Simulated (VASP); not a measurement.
# MnO (Fm-3m) in VASP: single point with PBE+U

Aim: the single point of MnO with PBE+U.

All numbers are computed with VASP 6.6.1; they aren't measurements. Logs are shortened: lines on timing, memory, paths and dates and some standing lists are left out, and cuts for length are marked.

## 1. The cell of the first run

Symmetry: Fm-3m, No. 225, cubic system. The conventional cell has a = 4.445 Å, b = 4.445 Å, c = 4.445 Å, α = 90.00°, β = 90.00°, γ = 90.00°. Within 2.9 Å of Mn (site symmetry m-3m) lie 6 O at 2.22 Å. Within 2.9 Å of O (site symmetry m-3m) lie 6 Mn at 2.22 Å.

## 2. Single point, PBE+U, collinear spin, ferromagnetic start

Input file INCAR:

```
PREC     = Accurate       # precision mode
ENCUT    = 600            # plane-wave cutoff, eV
EDIFF    = 1E-6           # SCF threshold, eV
ISMEAR   = -1             # smearing method
SIGMA    = 0.05           # smearing width, eV
LREAL    = False          # projectors in reciprocal space
LASPH    = True           # aspherical terms in the spheres
NELM     = 200            # most SCF steps
ALGO     = Normal         # electronic algorithm
ISIF     = 2              # what is computed and relaxed
LWAVE    = False          # write WAVECAR
LCHARG   = False          # write CHGCAR
ISPIN    = 2              # spin polarisation
MAGMOM   = 5 0            # initial moments
LORBIT   = 11             # projections on sites
LMAXMIX  = 4              # l up to which the mixer works
LDAU     = True           # DFT+U
LDAUTYPE = 2            
LDAUL    = 2 -1           # shell
LDAUU    = 4 0            # U, eV
LDAUJ    = 0 0          
LDAUPRINT= 1            
GGA      = PE             # functional
NBANDS   = 20             # bands
GGA_COMPAT= False
```

Input file KPOINTS:

```
regular mesh
0
Gamma
  4 4 4
```

Input file POSCAR:

```
MnO
1.0
    0.0000000000      2.2225000000      2.2225000000
    2.2225000000      0.0000000000      2.2225000000
    2.2225000000      2.2225000000      0.0000000000
Mn O
1 1
Direct
    0.0000000000      0.0000000000      0.0000000000
    0.5000000000      0.5000000000      0.5000000000
```

Potentials or basis: VASP PAW PBE potentials, release 64 (Mn_pv, O).

Command:

```bash
$ cat potpaw_PBE.64/Mn_pv/POTCAR potpaw_PBE.64/O/POTCAR > POTCAR
$ mpirun -np 1 vasp_std > vasp.out
```

OUTCAR:

```text
PREC = Accurate
   ENCUT = 600
   EDIFF = 1E-6
   ISMEAR = -1
   LREAL = False
   LASPH = True
   NELM = 200
   ISIF = 2
   ISPIN = 2
   LORBIT = 11
   GGA = PE

 ion  position               nearest neighbor table
   1  0.000  0.000  0.000-   2 2.22   2 2.22   2 2.22   2 2.22   2 2.22   2 2.22
   2  0.500  0.500  0.500-   1 2.22   1 2.22   1 2.22   1 2.22   1 2.22   1 2.22

  LATTYP: Found a face centered cubic cell.
 ALAT       =     4.4450000000

  Lattice vectors:

 A1 = (   0.0000000000,   2.2225000000,   2.2225000000)
 A2 = (   2.2225000000,   0.0000000000,   2.2225000000)
 A3 = (   2.2225000000,   2.2225000000,   0.0000000000)

Analysis of symmetry for initial positions (statically):
[... 25 lines left out ...]
The dynamic configuration has the point symmetry O_h .

Analysis of structural, dynamic, and magnetic symmetry:
=====================================================================
 Subroutine PRICEL returns:
[... 7 lines left out ...]
 out of a pool of 48 trial point group operations.

The overall configuration has the point symmetry O_h .

 Subroutine INISYM returns: Found 48 space group operations
[... 5 lines left out ...]
                                     Primitive cell

  volume of cell :      21.9561

  direct lattice vectors                    reciprocal lattice vectors
     0.000000000  2.222500000  2.222500000    -0.224971879  0.224971879  0.224971879
     2.222500000  0.000000000  2.222500000     0.224971879 -0.224971879  0.224971879
     2.222500000  2.222500000  0.000000000     0.224971879  0.224971879 -0.224971879

  length of vectors
     3.143089642  3.143089642  3.143089642     0.389662724  0.389662724  0.389662724

  position of ions in fractional coordinates (direct lattice)
     0.000000000  0.000000000  0.000000000
     0.500000000  0.500000000  0.500000000

  ion indices of the primitive-cell ions
   primitive index   ion index
                 1           1
                 2           2

----------------------------------------------------------------------------------------

 KPOINTS: regular mesh

Automatic generation of k-mesh.
 Grid dimensions read from file:
 generate k-points for:    4    4    4

 Generating k-lattice:

  Cartesian coordinates                     Fractional coordinates (reciprocal lattice)
    -0.056242970  0.056242970  0.056242970     0.250000000  0.000000000  0.000000000
     0.056242970 -0.056242970  0.056242970     0.000000000  0.250000000  0.000000000
     0.056242970  0.056242970 -0.056242970     0.000000000  0.000000000  0.250000000

  Length of vectors
     0.097415681  0.097415681  0.097415681

  Shift w.r.t. Gamma in fractional coordinates (k-lattice)
     0.000000000  0.000000000  0.000000000

 Subroutine IBZKPT returns following result:
 ===========================================

 Found      8 irreducible k-points:

 Following reciprocal coordinates:
            Coordinates               Weight
  0.000000  0.000000  0.000000      1.000000
  0.250000  0.000000  0.000000      8.000000
  0.500000  0.000000  0.000000      4.000000
  0.250000  0.250000  0.000000      6.000000
  0.500000  0.250000  0.000000     24.000000
 -0.250000  0.250000  0.000000     12.000000
  0.500000  0.500000  0.000000      3.000000
 -0.250000  0.500000  0.250000      6.000000
   k-points           NKPTS =      8   k-points in BZ     NKDIM =      8   number of bands    NBANDS=     20
   number of dos      NEDOS =    301   number of ions     NIONS =      2
   total plane-waves  NPLWV =  21952
   dimension x,y,z NGX =    28 NGY =   28 NGZ =   28
   dimension x,y,z NGXF=    56 NGYF=   56 NGZF=   56
   ions per type =               1   1
   NGX,Y,Z   is equivalent  to a cutoff of  14.81, 14.81, 14.81 a.u.
   NGXF,Y,Z  is equivalent  to a cutoff of  29.62, 29.62, 29.62 a.u.
 SYSTEM =  unknown system
   PREC   = accura    normal or accurate (medium, high low for compatibility)
   ISTART =      0    job   : 0-new  1-cont  2-samecut
   ICHARG =      2    charge: 1-file 2-atom 10-const
   ISPIN  =      2    spin polarized calculation?
   LNONCOLLINEAR =      F non collinear calculations
[... 17 lines left out ...]
   EMIN   =  10.00;   EMAX   =-10.00  energy-range for DOS
   EFERMI =   0.00;   METHOD = LEGACY
   ISMEAR =    -1;   SIGMA  =   0.05  broadening in eV -4-tet -1-fermi 0-gaus
   EFERMI_NEDOS =   21; number of points for ismear=-14 and -15
   IALGO  =     38    algorithm
   IMIX   =      4    mixing-type and parameters
     AMIX     =   0.40;   BMIX     =  1.00
     AMIX_MAG =   1.60;   BMIX_MAG =  1.00
  volume/ion in A,a.u.               =      10.98        74.08
  Fermi-wavevector in a.u.,A,eV,Ry     =   1.560059  2.948083 33.113628  2.433783
  Thomas-Fermi vector in A             =   2.663326
   LORBIT       =     11    0 simple, 1 ext, 2 COOP (PROOUT), +10 PAW based schemes
 LDA+U is selected, type is set to LDAUTYPE =  2
   angular momentum for each species LDAUL =     2   -1
   U (eV)           for each species LDAUU =   4.0  0.0
   J (eV)           for each species LDAUJ =   0.0  0.0
   GGA     = PE    functional components
   LHFCALC =     F    Hartree Fock is set to
   AEXX    =    0.0000 exact exchange contribution
   IVDW    =     0    specifies the selected vdW correction
   LEPSILON=     F    determine dielectric tensor
   LRPA    =     F    only Hartree local field effects (RPA)
 spin polarized calculation
  energy-cutoff  :      600.00
  volume of cell :       21.96
 maximum number of plane-waves:       754
 NGX is ok and might be reduce to    28
   NGX = 13   NGY = 13   NGZ = 13

atom =   1  type =  1  l = 2

 onsite density matrix

spin component  1

  0.9408  0.0000  0.0000  0.0000 -0.0000
  0.0000  0.9408 -0.0000 -0.0000 -0.0000
  0.0000 -0.0000  0.9772 -0.0000  0.0000
  0.0000 -0.0000 -0.0000  0.9408  0.0000
 -0.0000 -0.0000  0.0000  0.0000  0.9772

spin component  2

  0.0187  0.0000  0.0000  0.0000 -0.0000
  0.0000  0.0187  0.0000  0.0000 -0.0000
  0.0000  0.0000  0.0732  0.0000 -0.0000
  0.0000  0.0000  0.0000  0.0187  0.0000
 -0.0000 -0.0000 -0.0000  0.0000  0.0732

 occupancies and eigenvectors

  o =  0.0187  v =  0.0000  0.0000  0.0000  0.0000  0.0000 -0.0011 -0.8573  0.0000  0.5149 -0.0000      0.0000  0.0000  0.0000  0.0000  0.0000  0.0000  0.0000  0.0000  0.0000  0.0000
  o =  0.0187  v =  0.0000  0.0000  0.0000  0.0000  0.0000  0.0031 -0.5149  0.0000 -0.8573 -0.0000      0.0000  0.0000  0.0000  0.0000  0.0000  0.0000  0.0000  0.0000  0.0000  0.0000
  o =  0.0187  v =  0.0000  0.0000  0.0000  0.0000  0.0000  1.0000  0.0006 -0.0000  0.0032  0.0000      0.0000  0.0000  0.0000  0.0000  0.0000  0.0000  0.0000  0.0000  0.0000  0.0000
  o =  0.0732  v =  0.0000  0.0000  0.0000  0.0000  0.0000 -0.0000  0.0000 -0.1066 -0.0000 -0.9943      0.0000  0.0000  0.0000  0.0000  0.0000  0.0000  0.0000  0.0000  0.0000  0.0000
  o =  0.0732  v =  0.0000  0.0000  0.0000  0.0000  0.0000  0.0000 -0.0000  0.9943  0.0000 -0.1066      0.0000  0.0000  0.0000  0.0000  0.0000  0.0000  0.0000  0.0000  0.0000  0.0000
  o =  0.9408  v =  1.0000  0.0000  0.0000  0.0000  0.0000  0.0000  0.0000  0.0000  0.0000  0.0000      0.0000  0.0000  0.0000  0.0000  0.0000  0.0000  0.0000  0.0000  0.0000  0.0000
  o =  0.9408  v =  0.0000 -0.9063  0.0000 -0.4227  0.0000  0.0000  0.0000  0.0000  0.0000  0.0000      0.0000  0.0000  0.0000  0.0000  0.0000  0.0000  0.0000  0.0000  0.0000  0.0000
  o =  0.9408  v =  0.0000 -0.4227  0.0000  0.9063  0.0000  0.0000  0.0000  0.0000  0.0000  0.0000      0.0000  0.0000  0.0000  0.0000  0.0000  0.0000  0.0000  0.0000  0.0000  0.0000
  o =  0.9772  v =  0.0000  0.0000  0.9480  0.0000 -0.3183  0.0000  0.0000  0.0000  0.0000  0.0000      0.0000  0.0000  0.0000  0.0000  0.0000  0.0000  0.0000  0.0000  0.0000  0.0000
  o =  0.9772  v =  0.0000  0.0000  0.3183 -0.0000  0.9480  0.0000  0.0000  0.0000  0.0000  0.0000      0.0000  0.0000  0.0000  0.0000  0.0000  0.0000  0.0000  0.0000  0.0000  0.0000

 number of electron      18.9999998 magnetization       4.9999903

 Free energy of the ion-electron system (eV)
  ---------------------------------------------------
  ext. energy  EPLUGINS =         0.00000000
  ---------------------------------------------------
  free energy    TOTEN  =       -15.42447132 eV

  energy without entropy =      -15.42302837  energy(sigma->0) =      -15.42374984

 E-fermi :   7.0772     XC(G=0): -11.8013

 val. band max:        6.8981629201   @ k =   0.5000   0.0000   0.0000
 cond. band min:       7.1297623615   @ k =   0.0000   0.0000   0.0000
 fundamental gap:      0.2315994414
 Fermi energy:         7.0771538573

 spin component 1

 k-point     1 :       0.0000    0.0000    0.0000
  band No.  band energies     occupation
      1     -42.8480      1.00000
      2     -42.8480      1.00000
      3     -42.8480      1.00000
      4     -12.4255      1.00000
      5       2.6849      1.00000
      6       2.6849      1.00000
[... 160 lines left out ...]
      6       0.9710      1.00000
[... 12 lines left out ...]
     19      33.1476      0.00000
     20      33.8685      0.00000
 Fermi energy:         7.0771538573

 spin component 2

 k-point     1 :       0.0000    0.0000    0.0000
  band No.  band energies     occupation
      1     -37.8880      1.00000
      2     -37.8880      1.00000
      3     -37.8880      1.00000
      4     -12.0478      1.00000
      5       4.4411      1.00000
      6       4.4411      1.00000
[... 173 lines left out ...]
     19      35.7120      0.00000
     20      35.8092      0.00000

------------------------ aborting loop because EDIFF is reached ----------------------------------------

  FORCE on cell =-STRESS in cart. coord.  units (eV):
  Direction    XX          YY          ZZ          XY          YZ          ZX
  --------------------------------------------------------------------------------------
  -------------------------------------------------------------------------------------
  Total        1.0525416      1.0525416      1.0525416      0.0000000     -0.0000000      0.0000000
  in kB       76.8058936     76.8058936     76.8058936      0.0000000     -0.0000000      0.0000000
  external PRESSURE =      76.8058936 kB  Pullay stress =       0.0000000 kB

 VOLUME and BASIS-vectors are now :
 -----------------------------------------------------------------------------
  energy-cutoff  :      600.00
  volume of cell :       21.96
      direct lattice vectors                 reciprocal lattice vectors
     0.000000000  2.222500000  2.222500000    -0.224971879  0.224971879  0.224971879
     2.222500000  0.000000000  2.222500000     0.224971879 -0.224971879  0.224971879
     2.222500000  2.222500000  0.000000000     0.224971879  0.224971879 -0.224971879

 POSITION                                       TOTAL-FORCE (eV/Angst)
 -----------------------------------------------------------------------------------
      0.00000      0.00000      0.00000         0.000000      0.000000      0.000000
      2.22250      2.22250      2.22250        -0.000000     -0.000000     -0.000000
 -----------------------------------------------------------------------------------
    total drift:                                0.000000      0.000000      0.000000

  FREE ENERGIE OF THE ION-ELECTRON SYSTEM (eV)
  ---------------------------------------------------
  free  energy   TOTEN  =       -15.4244713220 eV

  energy  without entropy=      -15.4230283653  energy(sigma->0) =      -15.42374984

 total charge

# of ion       s       p       d       tot
------------------------------------------
    1        0.208   6.184   4.959  11.351
    2        1.551   3.461   0.000   5.011
--------------------------------------------------
tot          1.758   9.644   4.959  16.362

 magnetization (x)

# of ion       s       p       d       tot
------------------------------------------
    1        0.033   0.026   4.565   4.624
    2        0.023   0.133   0.000   0.156
--------------------------------------------------
tot          0.057   0.158   4.565   4.780
```

Run time: 11 s. Hardware: 1 thread of Intel Xeon Platinum 8488C (Sapphire Rapids), shared host; peak memory 0.17 GiB.

What came out:

```
Free energy                                           : -15.4245 eV
Pressure                                              : 7.7 GPa
Band gap on the k mesh                                : 0.23 eV, indirect (least direct gap 2.69 eV)
Net moment                                            : 5.00 μB per cell
Site moments                                          : Mn +4.62; O +0.16 μB
Valence electrons inside the program's atomic spheres : Mn 11.35; O 5.01
```

Eigenvalues of the final occupation matrices:
```
    site  spin  trace               eigenvalues
site 1 d     1   4.78  0.94 0.94 0.94 0.98 0.98
site 1 d     2   0.20  0.02 0.02 0.02 0.07 0.07
```

Caveat: the k points lie up to 0.61 Å⁻¹ apart; a cell with one magnetic atom can't hold antiferromagnetic order, which such compounds often take. A k mesh can miss the band edges.
